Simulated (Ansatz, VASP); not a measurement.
## Two plane-wave programs on Mn

Contents of INCAR:

```
PREC = Accurate ; ENCUT = 520
EDIFF = 1E-6 ; ISMEAR = -1
SIGMA = 0.1 ; LREAL = False
LASPH = True ; NELM = 60
ALGO = Normal ; ISIF = 2
LWAVE = False ; LCHARG = False
GGA = B5 ; ALDAX = 1.0
AGGAX = 1.0 ; AGGAC = 1.0
ALDAC = 0.0 ; NBANDS = 20
```

The input KPOINTS:

```
regular mesh
0
Gamma
  16 16 9
```

POSCAR

```
Mn
1.0
    2.6134198112      0.0000000000      0.0000000000
   -1.3067099056      2.2632879473      0.0000000000
    0.0000000000      0.0000000000      4.2086241704
Mn
2
Direct
    0.3333333333      0.6666666667      0.2500000000
    0.6666666667      0.3333333333      0.7500000000
```

Input for Ansatz:

```yaml
crystal:
  lattice:
    - [2.6134198112, 0.0, 0.0]
    - [-1.3067099056, 2.2632879473, 0.0]
    - [0.0, 0.0, 4.2086241704]
  atoms:
    - { symbol: Mn, position: [0.3333333333, 0.6666666667, 0.25] }
    - { symbol: Mn, position: [0.6666666667, 0.3333333333, 0.75] }
hamiltonian:
  xc: blyp
  pseudopotentials:
    kind: paw
    azcp:
      Mn: "pseudopotentials/Mn.paw.azcp"
basis:
  ecutwfc: 420
  fft_grid_basis: typed
kpoints:
  mp_grid: { grid: [16, 16, 9], shift: [0, 0, 0] }
magnetization:
  spin_polarized: false
scf:
  occupations: { method: fermi_dirac, width: 0.1 }
  lower_state_search: "off"
output:
  stress: true
```

Alike in both runs: task single point; functional BLYP; k mesh 16 × 16 × 9; occupations fermi-dirac, width 0.1 eV; no spin polarisation.

```csv
,VASP,Ansatz
version,VASP 6.6.1,Ansatz 0.2.0
potentials or method,"VASP PAW PBE potentials, release 64 (Mn_pv), cutoff 520 eV","plane waves (420 eV) with PAW, scalar-relativistic"
valence electrons in the cell,26,30
```

Ansatz gave:

- pressure (GPa): -22.0
- traceless stress, the component that is largest in VASP (GPa): -0.23

Problem. What did VASP give for the same quantities?

Solution. Pressure (GPa): -21.9; traceless stress, the component that is largest in VASP (GPa): -0.33.

VASP's potentials were made for PBE, not for BLYP. VASP's potentials hold 26 valence electrons a cell and Ansatz's 30, so a difference there can come from the potentials and not from the codes.
